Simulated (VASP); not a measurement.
Write the native input for VASP 6.6.1 that does the following.

- Task: single point
- Functional: LDA
- Potentials or basis: VASP PAW LDA potentials, release 64 (Mg, Be, Cu)
- Cutoff: 520 eV
- k mesh: 7 × 7 × 7
- Occupations: fermi-dirac, width 0.05 eV
- Spin: no spin polarisation
- Dipole correction: no
- Further INCAR settings: ALGO = Normal; EDIFF = 1e-06; NBANDS = 20

The structure of MgBe4Cu lies in POSCAR:

```
MgBe4Cu
1.0
    0.0000000000      3.1237420000      3.1237420000
    3.1237420000      0.0000000000      3.1237420000
    3.1237420000      3.1237420000      0.0000000000
Mg Be Cu
1 4 1
Direct
    0.0000000000      0.0000000000      0.0000000000
    0.3764480000      0.3764480000      0.3764480000
    0.8706560000      0.3764480000      0.3764480000
    0.3764480000      0.3764480000      0.8706560000
    0.3764480000      0.8706560000      0.3764480000
    0.7500000000      0.7500000000      0.7500000000
```

These files were run (other wordings do the same):

INCAR

```
PREC = Accurate
ENCUT = 520
EDIFF = 1E-6
ISMEAR = -1
SIGMA = 0.05
LREAL = False
LASPH = True
NELM = 100
ALGO = Normal
ISIF = 2
LWAVE = False
LCHARG = True
LELF = True
LVHAR = True
NBANDS = 20
```

KPOINTS

```
regular mesh
0
Gamma
  7 7 7
```

Potentials or basis: VASP PAW LDA potentials, release 64 (Mg, Be, Cu).

Run with:

```bash
$ cat potpaw_LDA.64/Mg/POTCAR potpaw_LDA.64/Be/POTCAR potpaw_LDA.64/Cu/POTCAR > POTCAR
$ mpirun -np 1 vasp_std > vasp.out
```

Results of the run:

```
Pressure      : -5.9 GPa
Largest force : 0.009 eV/Å
```

It took 17 s on 1 thread of Intel(R) Xeon(R) Platinum 8559C (Emerald Rapids), with other jobs on the host, peak memory 0.18 GiB.
